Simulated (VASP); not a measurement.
# Si (Fd-3m) in VASP: a series of runs

Aim: see how the results for Si move with the level of theory and the settings. Levels: PBE, LDA. Tasks: single point.

Everything below comes from runs of VASP 6.6.1. Logs are shortened: lines on timing, memory, paths and dates and some standing lists are left out, and cuts for length are marked.

## (1) The cell of the first run

The structure is cubic, space group Fd-3m (No. 227). The conventional cell has a = 5.444 Å, b = 5.444 Å, c = 5.444 Å, α = 90.00°, β = 90.00°, γ = 90.00°. Within 3.1 Å of Si (site symmetry -43m) lie 4 Si at 2.36 Å.

## (2) Single point, PBE

Contents of INCAR:

```
SYSTEM = Si
ALGO = Normal
EDIFF = 1E-6
ENCUT = 520
GGA = PE
ISIF = 2
ISMEAR = 0
LASPH = .True.
LCHARG = .False.
LREAL = .False.
LWAVE = .False.
NBANDS = 11
NELM = 60
PREC = Accurate
SIGMA = 0.1
```

Contents of KPOINTS:

```
k-points
0
Gamma
  7 7 7
  0 0 0
```

Contents of POSCAR:

```
Si
1.0
    0.0000000000      2.7218511865      2.7218511865
    2.7218511865      0.0000000000      2.7218511865
    2.7218511865      2.7218511865      0.0000000000
Si
2
Direct
    0.2500000000      0.2500000000      0.2500000000
    0.0000000000      0.0000000000      0.0000000000
```

Potentials or basis: VASP PAW PBE potentials, release 64 (Si).

On the command line:

```
$ cat potpaw_PBE.64/Si/POTCAR > POTCAR
$ mpirun -np 1 vasp_std > vasp.out
```

OUTCAR:

```text
SYSTEM = Si
   EDIFF = 1E-6
   ENCUT = 520
   GGA = PE
   ISIF = 2
   ISMEAR = 0
   LASPH = .True.
   LREAL = .False.
   NELM = 60
   PREC = Accurate

 ion  position               nearest neighbor table
   1  0.250  0.250  0.250-   2 2.36   2 2.36   2 2.36   2 2.36
   2  0.000  0.000  0.000-   1 2.36   1 2.36   1 2.36   1 2.36

  LATTYP: Found a face centered cubic cell.
 ALAT       =     5.4437023730

  Lattice vectors:

 A1 = (   0.0000000000,   2.7218511865,   2.7218511865)
 A2 = (   2.7218511865,   0.0000000000,   2.7218511865)
 A3 = (   2.7218511865,   2.7218511865,   0.0000000000)

Analysis of symmetry for initial positions (statically):
=====================================================================
 Subroutine PRICEL returns:
 Original cell was already a primitive cell.

 Routine SETGRP: Setting up the symmetry group for a
 face centered cubic supercell.

 Subroutine GETGRP returns: Found 48 space group operations
 (whereof 24 operations were pure point group operations)
 out of a pool of 48 trial point group operations.

The static configuration has the point symmetry T_d .
 The point group associated with its full space group is O_h .

Analysis of symmetry for dynamics (positions and initial velocities):
=====================================================================
 Subroutine PRICEL returns:
 Original cell was already a primitive cell.

 Routine SETGRP: Setting up the symmetry group for a
 face centered cubic supercell.

 Subroutine GETGRP returns: Found 48 space group operations
 (whereof 24 operations were pure point group operations)
 out of a pool of 48 trial point group operations.

The dynamic configuration has the point symmetry T_d .
 The point group associated with its full space group is O_h .

 Subroutine INISYM returns: Found 48 space group operations
 (whereof 24 operations are pure point group operations),
 and found     1 'primitive' translations

----------------------------------------------------------------------------------------

                                     Primitive cell

  volume of cell :      40.3295

  direct lattice vectors                    reciprocal lattice vectors
     0.000000000  2.721851186  2.721851186    -0.183698507  0.183698507  0.183698507
     2.721851186  0.000000000  2.721851186     0.183698507 -0.183698507  0.183698507
     2.721851186  2.721851186  0.000000000     0.183698507  0.183698507 -0.183698507

  length of vectors
     3.849278863  3.849278863  3.849278863     0.318175148  0.318175148  0.318175148

  position of ions in fractional coordinates (direct lattice)
     0.250000000  0.250000000  0.250000000
     0.000000000  0.000000000  0.000000000

  ion indices of the primitive-cell ions
   primitive index   ion index
                 1           1
                 2           2

----------------------------------------------------------------------------------------

 KPOINTS: k-points

Automatic generation of k-mesh.
 Grid dimensions read from file:
 generate k-points for:    7    7    7

 Generating k-lattice:

  Cartesian coordinates                     Fractional coordinates (reciprocal lattice)
    -0.026242644  0.026242644  0.026242644     0.142857143  0.000000000  0.000000000
     0.026242644 -0.026242644  0.026242644     0.000000000  0.142857143  0.000000000
     0.026242644  0.026242644 -0.026242644     0.000000000  0.000000000  0.142857143

  Length of vectors
     0.045453593  0.045453593  0.045453593

  Shift w.r.t. Gamma in fractional coordinates (k-lattice)
     0.000000000  0.000000000  0.000000000

 Subroutine IBZKPT returns following result:
 ===========================================

 Found     20 irreducible k-points:

 Following reciprocal coordinates:
            Coordinates               Weight
  0.000000  0.000000  0.000000      1.000000
  0.142857  0.000000  0.000000      8.000000
  0.285714  0.000000  0.000000      8.000000
  0.428571  0.000000  0.000000      8.000000
  0.142857  0.142857  0.000000      6.000000
  0.285714  0.142857  0.000000     24.000000
[... 12 lines left out ...]
 -0.428571  0.428571  0.142857     24.000000
 -0.285714  0.428571  0.142857     24.000000
   k-points           NKPTS =     20   k-points in BZ     NKDIM =     20   number of bands    NBANDS=     11
   number of dos      NEDOS =    301   number of ions     NIONS =      2
   total plane-waves  NPLWV =  27000
   dimension x,y,z NGX =    30 NGY =   30 NGZ =   30
   dimension x,y,z NGXF=    60 NGYF=   60 NGZF=   60
   ions per type =               2
   NGX,Y,Z   is equivalent  to a cutoff of  12.96, 12.96, 12.96 a.u.
   NGXF,Y,Z  is equivalent  to a cutoff of  25.91, 25.91, 25.91 a.u.
 SYSTEM =  Si
   PREC   = accura    normal or accurate (medium, high low for compatibility)
   ISTART =      0    job   : 0-new  1-cont  2-samecut
   ICHARG =      2    charge: 1-file 2-atom 10-const
   ISPIN  =      1    spin polarized calculation?
   LNONCOLLINEAR =      F non collinear calculations
   LSORBIT =      F    spin-orbit coupling
   LASPH  =      T    aspherical Exc in radial PAW
   ENCUT  =  520.0 eV  38.22 Ry    6.18 a.u.   7.16  7.16  7.16*2*pi/ulx,y,z
   NELM   =     60;   NELMIN=  2; NELMDL= -5     # of ELM steps
   EDIFF  = 0.1E-05   stopping-criterion for ELM
   LREAL  =      F    real-space projection
[... 7 lines left out ...]
   TEBEG  =    0.0;   TEEND  =   0.0 temperature during run
   PSTRESS=    0.0 pullay stress
   NELECT =       8.0000    total number of electrons
   NUPDOWN=      -1.0000    fix difference up-down
   EMIN   =  10.00;   EMAX   =-10.00  energy-range for DOS
   EFERMI =   0.00;   METHOD = LEGACY
   ISMEAR =     0;   SIGMA  =   0.10  broadening in eV -4-tet -1-fermi 0-gaus
   EFERMI_NEDOS =   21; number of points for ismear=-14 and -15
   IALGO  =     38    algorithm
   IMIX   =      4    mixing-type and parameters
     AMIX     =   0.40;   BMIX     =  1.00
     AMIX_MAG =   1.60;   BMIX_MAG =  1.00
  volume/ion in A,a.u.               =      20.16       136.08
  Fermi-wavevector in a.u.,A,eV,Ry     =   0.954766  1.804247 12.402783  0.911579
  Thomas-Fermi vector in A             =   2.083543
   LORBIT       =      0    0 simple, 1 ext, 2 COOP (PROOUT), +10 PAW based schemes
   GGA     = PE    functional components
   LHFCALC =     F    Hartree Fock is set to
   AEXX    =    0.0000 exact exchange contribution
   IVDW    =     0    specifies the selected vdW correction
   LEPSILON=     F    determine dielectric tensor
   LRPA    =     F    only Hartree local field effects (RPA)
 non-spin polarized calculation
 Gauss-broadening in eV      SIGMA  =   0.10
  energy-cutoff  :      520.00
  volume of cell :       40.33
 maximum number of plane-waves:      1096
 NGX is ok and might be reduce to    30
   NGX = 15   NGY = 15   NGZ = 15

 number of electron       8.0000001 magnetization

 Free energy of the ion-electron system (eV)
  ---------------------------------------------------
  ext. energy  EPLUGINS =         0.00000000
  ---------------------------------------------------
  free energy    TOTEN  =       -10.83836235 eV

  energy without entropy =      -10.83836209  energy(sigma->0) =      -10.83836222

 E-fermi :   6.0440     XC(G=0):  -9.3791

 val. band max:        5.7568367797   @ k =   0.0000   0.0000   0.0000
 cond. band min:       6.3424166158   @ k =   0.4286   0.4286   0.0000
 fundamental gap:      0.5855798361
 Fermi energy:         6.0440064021

 k-point     1 :       0.0000    0.0000    0.0000
  band No.  band energies     occupation
      1      -6.1520      2.00000
      2       5.7568      1.99995
      3       5.7568      1.99995
      4       5.7568      1.99995
      5       8.3183      0.00000
      6       8.3183      0.00000
      7       8.3183      0.00000
      8       9.0482      0.00000
      9      13.4716      0.00000
     10      13.4716      0.00000
     11      13.6877      0.00000

 k-point     2 :       0.1429    0.0000    0.0000
  band No.  band energies     occupation
      1      -5.8875      2.00000
      2       3.8304      2.00000
      3       5.4025      2.00000
      4       5.4025      2.00000
      5       8.1778      0.00000
      6       8.8362      0.00000
      7       8.8362      0.00000
      8      10.7254      0.00000
      9      12.9164      0.00000
     10      12.9164      0.00000
     11      14.6413      0.00000

 k-point     3 :       0.2857    0.0000    0.0000
  band No.  band energies     occupation
      1      -5.1255      2.00000
      2       1.2227      2.00000
      3       4.8898      2.00000
      4       4.8898      2.00000
      5       7.6390      0.00000
      6       9.2886      0.00000
      7       9.2886      0.00000
      8      13.1707      0.00000
      9      13.2061      0.00000
     10      13.2061      0.00000
     11      14.6344      0.00000

 k-point     4 :       0.4286    0.0000    0.0000
  band No.  band energies     occupation
      1      -4.0918      2.00000
      2      -0.7974      2.00000
      3       4.6025      2.00000
      4       4.6025      2.00000
      5       7.3135      0.00000
      6       9.1392      0.00000
      7       9.1392      0.00000
      8      13.5366      0.00000
      9      15.2164      0.00000
     10      15.2164      0.00000
     11      16.2660      0.00000

 k-point     5 :       0.1429    0.1429    0.0000
  band No.  band energies     occupation
      1      -5.7980      2.00000
      2       4.1218      2.00000
      3       4.7923      2.00000
      4       4.7923      2.00000
      5       7.6407      0.00000
      6       9.7154      0.00000
      7       9.7154      0.00000
      8      10.1450      0.00000
      9      12.2030      0.00000
     10      13.8649      0.00000
     11      15.0594      0.00000
[... 155 lines left out ...]
 k-point    17 :       0.4286    0.2857    0.1429
  band No.  band energies     occupation
      1      -4.4460      2.00000
      2       0.8711      2.00000
      3       2.6651      2.00000
      4       3.9821      2.00000
      5       8.3389      0.00000
      6       9.5874      0.00000
      7       9.8864      0.00000
      8      11.8793      0.00000
      9      13.9841      0.00000
     10      16.6987      0.00000
     11      17.1176      0.00000

 k-point    18 :      -0.4286    0.2857    0.1429
  band No.  band energies     occupation
      1      -3.4103      2.00000
      2      -0.6527      2.00000
      3       2.0948      2.00000
      4       3.4490      2.00000
      5       8.8226      0.00000
      6       9.2347      0.00000
      7      11.2137      0.00000
      8      12.3309      0.00000
      9      14.0662      0.00000
     10      15.7144      0.00000
     11      17.9219      0.00000

 k-point    19 :      -0.4286    0.4286    0.1429
  band No.  band energies     occupation
      1      -2.8715      2.00000
      2      -0.9727      2.00000
      3       2.1849      2.00000
      4       2.5939      2.00000
      5       7.9702      0.00000
      6       8.3382      0.00000
      7      11.8905      0.00000
      8      14.3976      0.00000
      9      14.8685      0.00000
     10      16.7753      0.00000
     11      18.1796      0.00000

 k-point    20 :      -0.2857    0.4286    0.1429
  band No.  band energies     occupation
      1      -2.4376      2.00000
      2      -1.3676      2.00000
      3       1.5500      2.00000
      4       2.6851      2.00000
      5       8.4949      0.00000
      6      10.5921      0.00000
      7      11.3847      0.00000
      8      11.5283      0.00000
      9      14.8000      0.00000
     10      15.9674      0.00000
     11      18.9059      0.00000

------------------------ aborting loop because EDIFF is reached ----------------------------------------

  FORCE on cell =-STRESS in cart. coord.  units (eV):
  Direction    XX          YY          ZZ          XY          YZ          ZX
  --------------------------------------------------------------------------------------
  -------------------------------------------------------------------------------------
  Total        0.3225571      0.3225571      0.3225571     -0.0000000      0.0000000      0.0000000
  in kB       12.8142763     12.8142763     12.8142763     -0.0000000      0.0000000      0.0000000
  external PRESSURE =      12.8142763 kB  Pullay stress =       0.0000000 kB

 VOLUME and BASIS-vectors are now :
 -----------------------------------------------------------------------------
  energy-cutoff  :      520.00
  volume of cell :       40.33
      direct lattice vectors                 reciprocal lattice vectors
     0.000000000  2.721851186  2.721851186    -0.183698507  0.183698507  0.183698507
     2.721851186  0.000000000  2.721851186     0.183698507 -0.183698507  0.183698507
     2.721851186  2.721851186  0.000000000     0.183698507  0.183698507 -0.183698507

 POSITION                                       TOTAL-FORCE (eV/Angst)
 -----------------------------------------------------------------------------------
      1.36093      1.36093      1.36093         0.000000      0.000000      0.000000
      0.00000      0.00000      0.00000        -0.000000     -0.000000     -0.000000
 -----------------------------------------------------------------------------------
    total drift:                               -0.000000     -0.000000     -0.000000

  FREE ENERGIE OF THE ION-ELECTRON SYSTEM (eV)
  ---------------------------------------------------
  free  energy   TOTEN  =       -10.8383623487 eV

  energy  without entropy=      -10.8383620854  energy(sigma->0) =      -10.83836222
```

Wall time 6.9 s (1 thread of AMD EPYC 7R13, shared host); peak memory 0.13 GiB.

Results:

```
Free energy            : -10.8384 eV
Pressure               : 1.3 GPa
Band gap on the k mesh : 0.59 eV (least direct gap 2.56 eV)
```

Caveat: semilocal functionals underestimate gaps, and a narrow one can read as zero; an odd mesh through Γ misses points on the zone boundary, where band edges can lie.

[end of part 1 of 2]
